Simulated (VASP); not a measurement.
GaAs, 2 atoms in the cell. Symmetry: I-4m2, No. 119, tetragonal system. Conventional cell: a = 3.844 Å, b = 3.844 Å, c = 5.859 Å, α = 90.00°, β = 90.00°, γ = 90.00°. Ga (site symmetry -4m2) has 4 As at 2.42 Å within 3.2 Å. As (site symmetry -4m2) has 4 Ga at 2.42 Å within 3.2 Å.  This cell differs from its parent crystal: epitaxial xy strain -4.1%.

* Program: VASP 6.6.1
* Task: single point
* Functional: r2SCAN
* Potentials or basis: VASP PAW PBE potentials, release 64 (Ga_d, As)
* Cutoff: 520 eV
* k mesh: 8 × 8 × 8
* Occupations: gaussian, width 0.01 eV
* Spin: no spin polarisation
* Dipole correction: no
* Further INCAR settings: ALGO = Normal; EDIFF = 1e-07; NBANDS = 16

Potentials or basis: VASP PAW PBE potentials, release 64 (Ga_d, As).

The run is started by

```sh
$ cat potpaw_PBE.64/Ga_d/POTCAR potpaw_PBE.64/As/POTCAR > POTCAR
$ cp INCAR.step1 INCAR
$ mpirun -np 1 vasp_std > vasp.out
$ cp INCAR.step2 INCAR
$ mpirun -np 1 vasp_std > vasp.out
```

Hardware: 1 thread of AMD EPYC 7R43 64-Core Processor (Zen 3), with other jobs on the host.

How long does it take, and how much memory?

Run time: 4.7 min on 1 thread of AMD EPYC 7R43 64-Core Processor (Zen 3), with other jobs on the host, peak memory 0.16 GiB. Counts: k points 59.
